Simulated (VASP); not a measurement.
Here is a VASP 6.6.1 calculation.

File INCAR:

```
SYSTEM = Zn
ALGO     = Fast           ! electronic algorithm
EDIFF    = 1E-7           ! SCF threshold, eV
ENCUT    = 520            ! plane-wave cutoff, eV
GGA      = PS             ! functional
ISIF     = 2              ! what is computed and relaxed
ISMEAR   = 0              ! smearing method
LASPH    = .True.         ! aspherical terms in the spheres
LCHARG   = .False.        ! write CHGCAR
LREAL    = .False.        ! projectors in reciprocal space
LWAVE    = .False.        ! write WAVECAR
NBANDS   = 12             ! bands
NELM     = 60             ! most SCF steps
PREC     = Accurate       ! precision mode
SIGMA    = 0.15           ! smearing width, eV
```

KPOINTS

```
k-points
0
Gamma
  22 22 22
  0 0 0
```

POSCAR

```
Zn
1.0
   -1.7479171002      1.5501434052      1.5501434052
    1.5501434052     -1.7479171002      1.5501434052
    1.5501434052      1.5501434052     -1.7479171002
Zn
1
Direct
    0.0000000000      0.0000000000      0.0000000000
```

Potentials or basis: VASP PAW PBE potentials, release 64 (Zn).

Run with:

```console
$ cat potpaw_PBE.64/Zn/POTCAR > POTCAR
$ mpirun -np 1 vasp_std > vasp.out
```

Q: Estimate the pressure.

A: 4.4 GPa.

Q: Predict the band gap on the k mesh.

A: Zero (band 6 reaches 6.64 eV, above the bottom of band 7 at 1.01 eV).

Stress tensor (GPa, compression positive):
```
4.35 7.80 7.80
7.80 4.35 7.80
7.80 7.80 4.35
```

Caveat: the PAW data sets were made with another functional, which shifts forces and pressure a little.
